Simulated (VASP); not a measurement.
# Mg6F in VASP: further runs

The runs below take Mg6F through single point, with PBE.

All numbers are computed with VASP 6.6.1; they aren't measurements. Logs are shortened: lines on timing, memory, paths and dates and some standing lists are left out, and cuts for length are marked.

## (1) The cell of the first run

The cell holds a slab with vacuum, 7 atoms: a = 3.203 Å, b = 7.978 Å, c = 20.985 Å, α = 90.00°, β = 90.00°, γ = 101.58°.

## (2) Single point, PBE

The input, INCAR:

```
PREC     = Accurate       # precision mode
ENCUT    = 520            # plane-wave cutoff, eV
EDIFF    = 1E-7           # SCF threshold, eV
ISMEAR   = 0              # smearing method
SIGMA    = 0.1            # smearing width, eV
LREAL    = False          # projectors in reciprocal space
LASPH    = True           # aspherical terms in the spheres
NELM     = 60             # most SCF steps
ALGO     = Normal         # electronic algorithm
ISIF     = 2              # what is computed and relaxed
LWAVE    = False          # write WAVECAR
LCHARG   = False          # write CHGCAR
LDIPOL   = True         
IDIPOL   = 3            
DIPOL    = 0.5 0.5 0.321
GGA      = PE             # functional
NBANDS   = 18             # bands
```

The input, KPOINTS:

```
regular mesh
0
Gamma
  9 4 1
```

The input, POSCAR:

```
Mg6F
1.0
    3.2034417932      0.0000000000      0.0000000000
   -1.6017208966      7.8153198520      0.0000000000
    0.0000000000      0.0000000000     20.9851131634
Mg F
6 1
Direct
    0.8493879956      0.6987759913      0.1906113143
    0.5210014932      0.0420029864      0.2197581863
    0.1926149907      0.3852299814      0.2489050583
    0.3710660944      0.7414803149      0.3283003664
    0.0426232582      0.0834482649      0.3542380799
    0.7128162912      0.4251093731      0.3805132287
    0.7128162912      0.5501093731      0.5249012992
```

Potentials or basis: VASP PAW PBE potentials, release 64 (Mg, F).

Launch:

```bash
> cat potpaw_PBE.64/Mg/POTCAR potpaw_PBE.64/F/POTCAR > POTCAR
> mpirun -np 1 vasp_std > vasp.out
```

OUTCAR:

```text
PREC = Accurate
   ENCUT = 520
   EDIFF = 1E-7
   ISMEAR = 0
   LREAL = False
   LASPH = True
   NELM = 60
   ISIF = 2
   GGA = PE

 ion  position               nearest neighbor table
   1  0.849  0.699  0.191-   3 3.17   3 3.17   2 3.18   2 3.18   4 3.32   4 3.32
   2  0.521  0.042  0.220-   3 3.18   3 3.18   1 3.18   1 3.18   5 3.26   5 3.26   4 3.27
   3  0.193  0.385  0.249-   1 3.17   1 3.17   2 3.18   2 3.18   6 3.21   6 3.21   5 3.23   4 3.24

   4  0.371  0.741  0.328-   6 3.14   6 3.14   5 3.16   5 3.16   3 3.24   2 3.27   1 3.32   1 3.32

   5  0.043  0.083  0.354-   6 3.16   4 3.16   6 3.16   4 3.16   3 3.23   2 3.26   2 3.26
   6  0.713  0.425  0.381-   4 3.14   4 3.14   5 3.16   5 3.16   3 3.21   3 3.21
   7  0.713  0.550  0.525-

  LATTYP: Found a base centered orthorhombic cell.
 ALAT       =     3.2034417932
 B/A-ratio  =     4.8793268968
 C/A-ratio  =     6.5508020804

  Lattice vectors:

 A1 = (   1.6017208966,  -7.8153198520,   0.0000000000)
 A2 = (   1.6017208966,   7.8153198520,   0.0000000000)
 A3 = (   0.0000000000,   0.0000000000,  20.9851131634)

Analysis of symmetry for initial positions (statically):
=====================================================================
 Subroutine PRICEL returns:
 Original cell was already a primitive cell.

 Routine SETGRP: Setting up the symmetry group for a
 base centered orthorhombic supercell.

 Subroutine GETGRP returns: Found  1 space group operations
 (whereof  1 operations were pure point group operations)
 out of a pool of  8 trial point group operations.

The static configuration has the point symmetry C_1 .

Analysis of symmetry for dynamics (positions and initial velocities):
=====================================================================
 Subroutine PRICEL returns:
 Original cell was already a primitive cell.

 Routine SETGRP: Setting up the symmetry group for a
 base centered orthorhombic supercell.

 Subroutine GETGRP returns: Found  1 space group operations
 (whereof  1 operations were pure point group operations)
 out of a pool of  8 trial point group operations.

The dynamic configuration has the point symmetry C_1 .

 Subroutine INISYM returns: Found  1 space group operations
 (whereof  1 operations are pure point group operations),
 and found     1 'primitive' translations

----------------------------------------------------------------------------------------

                                     Primitive cell

  volume of cell :     525.3817

  direct lattice vectors                    reciprocal lattice vectors
     3.203441793  0.000000000  0.000000000     0.312164249  0.063976908  0.000000000
    -1.601720897  7.815319852  0.000000000     0.000000000  0.127953816  0.000000000
     0.000000000  0.000000000 20.985113163     0.000000000  0.000000000  0.047652829

  length of vectors
     3.203441793  7.977764989 20.985113163     0.318652731  0.127953816  0.047652829

  position of ions in fractional coordinates (direct lattice)
     0.849387996  0.698775991  0.190611314
     0.521001493  0.042002986  0.219758186
     0.192614991  0.385229981  0.248905058
     0.371066094  0.741480315  0.328300366
     0.042623258  0.083448265  0.354238080
     0.712816291  0.425109373  0.380513229
     0.712816291  0.550109373  0.524901299

  ion indices of the primitive-cell ions
   primitive index   ion index
                 1           1
                 2           2
                 3           3
                 4           4
                 5           5
                 6           6
                 7           7

----------------------------------------------------------------------------------------

 KPOINTS: regular mesh

Automatic generation of k-mesh.
 Grid dimensions read from file:
 generate k-points for:    9    4    1

 Generating k-lattice:

  Cartesian coordinates                     Fractional coordinates (reciprocal lattice)
     0.034684917  0.007108545  0.000000000     0.111111111 -0.000000000  0.000000000
     0.000000000  0.031988454  0.000000000     0.000000000  0.250000000  0.000000000
[... 19 lines left out ...]
|                                                                             |
|        The reciprocal lattice is base centered orthorhombic,                |
|        whereas your k-lattice is simple monoclinic.                         |
|                                                                             |
|     Results are often still useful ...                                      |
|                                                                             |
 -----------------------------------------------------------------------------

 WARNING: IBZKPT: internal override: KBLOWUP is changed to .FALSE.
      ... skipping the blow-up phase ...

 Subroutine IBZKPT returns following result:
 ===========================================

 Found     19 irreducible k-points:

 Following reciprocal coordinates:
            Coordinates               Weight
  0.000000  0.000000  0.000000      1.000000
  0.111111 -0.000000  0.000000      2.000000
  0.222222 -0.000000  0.000000      2.000000
  0.333333 -0.000000  0.000000      2.000000
  0.444444 -0.000000  0.000000      2.000000
  0.000000  0.250000  0.000000      2.000000
[... 11 lines left out ...]
  0.333333  0.500000  0.000000      2.000000
  0.444444  0.500000  0.000000      2.000000
   k-points           NKPTS =     19   k-points in BZ     NKDIM =     19   number of bands    NBANDS=     18
   number of dos      NEDOS =    301   number of ions     NIONS =      7
   total plane-waves  NPLWV = 230400
   dimension x,y,z NGX =    24 NGY =   60 NGZ =  160
   dimension x,y,z NGXF=    48 NGYF=  120 NGZF=  320
   ions per type =               6   1
   NGX,Y,Z   is equivalent  to a cutoff of  12.46, 12.50, 12.68 a.u.
   NGXF,Y,Z  is equivalent  to a cutoff of  24.91, 25.01, 25.35 a.u.
 SYSTEM =  unknown system
   PREC   = accura    normal or accurate (medium, high low for compatibility)
   ISTART =      0    job   : 0-new  1-cont  2-samecut
   ICHARG =      2    charge: 1-file 2-atom 10-const
   ISPIN  =      1    spin polarized calculation?
   LNONCOLLINEAR =      F non collinear calculations
   LSORBIT =      F    spin-orbit coupling
   LASPH  =      T    aspherical Exc in radial PAW
   ENCUT  =  520.0 eV  38.22 Ry    6.18 a.u.   5.96 14.83 39.02*2*pi/ulx,y,z
   NELM   =     60;   NELMIN=  2; NELMDL= -5     # of ELM steps
   EDIFF  = 0.1E-06   stopping-criterion for ELM
   LREAL  =      F    real-space projection
   EDIFFG = 0.1E-05   stopping-criterion for IOM
   NSW    =      0    number of steps for IOM
   IBRION =     -1    ionic relax: 0-MD 1-quasi-New 2-CG
   NFREE  =      0    steps in history (QN), initial steepest desc. (CG)
   ISIF   =      2    stress and relaxation
   ISYM   =      2    0-nonsym 1-usesym 2-fastsym
   POTIM  = 0.5000    time-step for ionic-motion
   TEBEG  =    0.0;   TEEND  =   0.0 temperature during run
   PSTRESS=    0.0 pullay stress
   NELECT =      19.0000    total number of electrons
   NUPDOWN=      -1.0000    fix difference up-down
   EMIN   =  10.00;   EMAX   =-10.00  energy-range for DOS
   EFERMI =   0.00;   METHOD = LEGACY
   ISMEAR =     0;   SIGMA  =   0.10  broadening in eV -4-tet -1-fermi 0-gaus
   EFERMI_NEDOS =   21; number of points for ismear=-14 and -15
   IALGO  =     38    algorithm
   IMIX   =      4    mixing-type and parameters
     AMIX     =   0.40;   BMIX     =  1.00
     AMIX_MAG =   1.60;   BMIX_MAG =  1.00
  volume/ion in A,a.u.               =      75.05       506.49
  Fermi-wavevector in a.u.,A,eV,Ry     =   0.541379  1.023057  3.987742  0.293091
  Thomas-Fermi vector in A             =   1.568933
   LORBIT       =      0    0 simple, 1 ext, 2 COOP (PROOUT), +10 PAW based schemes
   GGA     = PE    functional components
   LHFCALC =     F    Hartree Fock is set to
   AEXX    =    0.0000 exact exchange contribution
   IVDW    =     0    specifies the selected vdW correction
   LEPSILON=     F    determine dielectric tensor
   LRPA    =     F    only Hartree local field effects (RPA)
 non-spin polarized calculation
 Gauss-broadening in eV      SIGMA  =   0.10
  energy-cutoff  :      520.00
  volume of cell :      525.38
 maximum number of plane-waves:     14191
   NGX = 11   NGY = 29   NGZ = 79

 number of electron      18.9999996 magnetization

 dipolmoment           0.000000      0.000000      0.735903 electrons x Angstroem

 Free energy of the ion-electron system (eV)
  ---------------------------------------------------
  ext. energy  EPLUGINS =         0.00000000
  ---------------------------------------------------
  free energy    TOTEN  =        -9.37450530 eV

  energy without entropy =       -9.33791022  energy(sigma->0) =       -9.35620776

 E-fermi :  -3.5553     XC(G=0):  -3.3563

 val. band max:       -3.5839244618   @ k =   0.1111   0.5000   0.0000
 cond. band min:      -3.5189537633   @ k =  -0.1111   0.2500   0.0000
 fundamental gap:      0.0649706985
 Fermi energy:        -3.5553073577

 k-point     1 :       0.0000    0.0000    0.0000
  band No.  band energies     occupation
      1     -22.4618      2.00000
      2      -9.6857      2.00000
      3      -7.6748      2.00000
      4      -7.2948      2.00000
      5      -6.9997      2.00000
      6      -5.3240      2.00000
[... 376 lines left out ...]
      5      -4.5368      2.00000
      6      -4.1992      2.00000
[... 10 lines left out ...]
     17      -0.4101      0.00000
     18      -0.1711      0.00000

------------------------ aborting loop because EDIFF is reached ----------------------------------------

 vacuum level on the upper side and lower side of the slab       (xc-potential included)         2.500        -2.694

  FORCE on cell =-STRESS in cart. coord.  units (eV):
  Direction    XX          YY          ZZ          XY          YZ          ZX
  --------------------------------------------------------------------------------------
  -------------------------------------------------------------------------------------
  Total       -2.9899278     -0.7535562     -4.4601316     -0.3506845     -0.9697512      0.0827327
  in kB       -9.1179325     -2.2980068    -13.6013917     -1.0694297     -2.9573042      0.2522975
  external PRESSURE =      -8.3391104 kB  Pullay stress =       0.0000000 kB

 VOLUME and BASIS-vectors are now :
 -----------------------------------------------------------------------------
  energy-cutoff  :      520.00
  volume of cell :      525.38
      direct lattice vectors                 reciprocal lattice vectors
     3.203441793  0.000000000  0.000000000     0.312164249  0.063976908  0.000000000
    -1.601720897  7.815319852  0.000000000     0.000000000  0.127953816  0.000000000
     0.000000000  0.000000000 20.985113163     0.000000000  0.000000000  0.047652829

 POSITION                                       TOTAL-FORCE (eV/Angst)
 -----------------------------------------------------------------------------------
      1.60172      5.46116      4.00000         0.000479      0.062670      0.128891
      1.60172      0.32827      4.61165        -0.001287     -0.065427      0.033957
      0.00000      3.01070      5.22330        -0.000191      0.026516     -0.072165
      0.00104      5.79491      6.88942         0.001389      0.043503      0.009687
      0.00288      0.65217      7.43373        -0.001540     -0.046593      0.059765
      1.60256      3.32237      7.98511        -0.026140      0.258798      1.172788
      1.40234      4.29928     11.01511         0.027291     -0.279467     -1.332923
 -----------------------------------------------------------------------------------
    total drift:                                0.000631     -0.000119     -0.000298

  FREE ENERGIE OF THE ION-ELECTRON SYSTEM (eV)
  ---------------------------------------------------
  free  energy   TOTEN  =        -9.3745053001 eV

  energy  without entropy=       -9.3379102180  energy(sigma->0) =       -9.35620776

 vacuum level on the upper side and lower side of the slab         5.267        -0.064
```

It took 13 min on 1 thread of Oxide Virtual Turin-like, shared host; peak memory 0.55 GiB.

What came out:

| Quantity | Value |
| --- | --- |
| Free energy | -9.3745 eV |
| Largest force | 1.362 eV/Å |
| Band gap on the k mesh | zero (an odd number of electrons rules out a gap without spin polarisation) |

Forces in eV/Å, atoms in the order of the input:
```
Mg   0.000  0.063  0.129
Mg  -0.001 -0.065  0.034
Mg   0.000  0.027 -0.072
Mg   0.001  0.044  0.010
Mg  -0.002 -0.047  0.060
Mg  -0.026  0.259  1.173
F    0.027 -0.279 -1.333
```

Levels at points of the mesh, in eV from the Fermi level:
| k point | band 7 | band 8 | band 9 | band 10 | band 11 | band 12 |
| --- | --- | --- | --- | --- | --- | --- |
| (0.00, 0.00, 0.00) | -1.55 | -0.71 | -0.34 | -0.22 | 0.05 | 1.06 |
| (0.00, 0.50, 0.00) | -0.75 | -0.46 | -0.34 | -0.19 | -0.08 | 0.05 |

Caveat: an odd number of electrons without spin polarisation forces a metal; a magnetic or distorted state may lie lower.

## (3) Single point, PBE

The input, INCAR:

```
SYSTEM = Mg6F
PREC = Accurate ; ENCUT = 520
EDIFF = 1E-6 ; ISMEAR = 0
SIGMA = 0.1 ; LREAL = .FALSE.
LASPH = .TRUE. ; NELM = 60
ALGO = Normal ; ISIF = 2
LWAVE = .FALSE. ; LCHARG = .FALSE.
LDIPOL = .TRUE. ; IDIPOL = 3
DIPOL = 0.5 0.5 0.304 ; GGA = PE
NBANDS = 18
```

The input, KPOINTS:

```
regular mesh
0
G
  9 4 1
  0 0 0
```

Edit POSCAR of step 2 so:

```diff
@@ -14,2 +14,2 @@
     0.7128162912      0.4251093731      0.3805132287
-    0.7128162912      0.5501093731      0.5249012992
+    0.7128162912      0.6751093731      0.4043396429
```

Potentials or basis: VASP PAW PBE potentials, release 64 (Mg, F).

Launch:

```bash
> cat potpaw_PBE.64/Mg/POTCAR potpaw_PBE.64/F/POTCAR > POTCAR
> mpirun -np 1 vasp_std > vasp.out
```

Wall time 7.3 min (1 thread of Oxide Virtual Turin-like, shared host); peak memory 0.54 GiB.

The run converged. Its results:

- Free energy: -13.5191 eV
- Largest force: 0.767 eV/Å
- Band gap on the k mesh: zero (an odd number of electrons rules out a gap without spin polarisation)

Forces in eV/Å, atoms in the order of the input:
```
Mg   0.007  0.031  0.220
Mg  -0.010 -0.149  0.087
Mg  -0.025  0.161 -0.081
Mg   0.110  0.006  0.351
Mg  -0.009  0.216 -0.027
Mg  -0.189  0.176  0.066
F    0.116 -0.441 -0.617
```

Levels at points of the mesh, in eV from the Fermi level:
| k point | band 6 | band 7 | band 8 | band 9 | band 10 | band 11 | band 12 | band 13 | band 14 | band 15 |
| --- | --- | --- | --- | --- | --- | --- | --- | --- | --- | --- |
| (0.00, 0.00, 0.00) | -4.02 | -3.41 | -2.89 | -1.62 | -1.06 | 0.09 | 1.02 | 1.57 | 2.70 | 3.13 |
| (0.00, 0.50, 0.00) | -4.91 | -3.14 | -2.73 | -0.75 | -0.48 | -0.33 | 0.29 | 1.72 | 2.06 | 2.46 |

Caveat: an odd number of electrons without spin polarisation forces a metal; a magnetic or distorted state may lie lower.

## (4) Single point, PBE

The input, INCAR:

```
SYSTEM = Mg6F
PREC = Accurate
ENCUT = 520
EDIFF = 1E-6
ISMEAR = 0
SIGMA = 0.1
LREAL = .FALSE.
LASPH = .TRUE.
NELM = 100
ALGO = Normal
ISIF = 2
LWAVE = .FALSE.
LCHARG = .FALSE.
LDIPOL = .TRUE.
IDIPOL = 3
DIPOL = 0.5 0.5 0.315
GGA = PE
NBANDS = 18
```

KPOINTS is that of step 3.

Edit POSCAR of step 3 so:

```diff
@@ -14,2 +14,2 @@
     0.7128162912      0.4251093731      0.3805132287
-    0.7128162912      0.6751093731      0.4043396429
+    0.7128162912      1.3001093731      0.4820137535
```

Launch:

```bash
> cat potpaw_PBE.64/Mg/POTCAR potpaw_PBE.64/F/POTCAR > POTCAR
> mpirun -np 1 vasp_std > vasp.out
```

It took 8.1 min on 1 thread of Oxide Virtual Turin-like, shared host; peak memory 0.54 GiB.

It converged, with:

```yaml
Free_energy: -11.4010 eV
Largest_force: 2.985 eV/Å
Band_gap_on_the_k_mesh: zero (an odd number of electrons rules out a gap without spin polarisation)
```

Forces in eV/Å, atoms in the order of the input:
```
Mg   0.002  0.081  0.063
Mg  -0.001 -0.062  0.030
Mg   0.006  0.005  0.005
Mg   0.000  0.021 -0.059
Mg  -0.030  0.055  0.476
Mg   0.105 -0.741  2.399
F   -0.082  0.641 -2.914
```

Levels at points of the mesh, in eV from the Fermi level:
```csv
k point,band 5,band 6,band 7,band 8,band 9,band 10,band 11,band 12,band 13,band 14
"(0.00, 0.00, 0.00)",-3.37,-1.95,-1.54,-0.99,-0.77,-0.39,-0.30,1.61,2.03,2.65
"(0.00, 0.50, 0.00)",-3.07,-1.49,-1.13,-0.83,-0.37,-0.30,-0.15,0.62,1.34,2.03
```

Caveat: an odd number of electrons without spin polarisation forces a metal; a magnetic or distorted state may lie lower.

[end of part 1 of 2]
